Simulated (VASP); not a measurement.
Write the native input for VASP 6.6.1 that does the following.

```yaml
Task: single point
Functional: LDA
Potentials_or_basis: VASP PAW LDA potentials, release 64 (Si, C)
Cutoff: 520 eV
k_mesh: 8 × 8 × 8
Occupations: gaussian, width 0.05 eV
Spin: no spin polarisation
Dipole_correction: no
Further_INCAR_settings: ALGO = Normal; EDIFF = 1e-07; NBANDS = 26
```

The structure of SiC lies in POSCAR:

```
SiC
1.0
    4.3708489814     -0.0190958782      0.0553702386
    0.0190958782     -4.2749792681     -0.0001788364
   -0.0553702386     -0.0001788364     -4.3639887299
Si C
4 4
Direct
   -0.0086587360      0.4973938222      0.5023847005
    0.5019668198      0.0028149880      0.4975271928
    0.5061441793      0.4989361863     -0.0098749333
    0.0041210674      0.0038689317      0.0029486814
    0.7465833442      0.7546931470      0.7473216451
    0.2550926729      0.2448051180      0.7599716563
    0.2583587779      0.7481457713      0.2564947004
    0.7363918744      0.2493420355      0.2432263568
```

This cell differs from its parent crystal: atoms moved at random and the cell strained at random.

These files were run (other wordings do the same):

INCAR

```
PREC     = Accurate       # precision mode
ENCUT    = 520            # plane-wave cutoff, eV
EDIFF    = 1E-7           # SCF threshold, eV
ISMEAR   = 0              # smearing method
SIGMA    = 0.05           # smearing width, eV
LREAL    = False          # projectors in reciprocal space
LASPH    = True           # aspherical terms in the spheres
NELM     = 60             # most SCF steps
ALGO     = Normal         # electronic algorithm
ISIF     = 2              # what is computed and relaxed
LWAVE    = False          # write WAVECAR
LCHARG   = True           # write CHGCAR
LELF     = True           # ELF
LVHAR    = True         
NBANDS   = 26             # bands
```

KPOINTS

```
Automatic mesh
0
Gamma
  8 8 8
```

Potentials or basis: VASP PAW LDA potentials, release 64 (Si, C).

Run with:

```console
$ cat potpaw_LDA.64/Si/POTCAR potpaw_LDA.64/C/POTCAR > POTCAR
$ mpirun -np 1 vasp_std > vasp.out
```

Results of the run:

| Quantity | Value |
| --- | --- |
| Pressure | -0.2 GPa |
| Largest force | 1.723 eV/Å |
| Band gap on the k mesh | 0.88 eV |

Caveat: the cell differs from its parent crystal (atoms moved at random and the cell strained at random); forces of over 1 eV/Å act on the atoms, so gaps and moduli don't describe the material at rest.

Run time: 4.5 min on 1 thread of Intel(R) Xeon(R) 6975P-C (Granite Rapids), with other jobs on the host, peak memory 0.46 GiB.
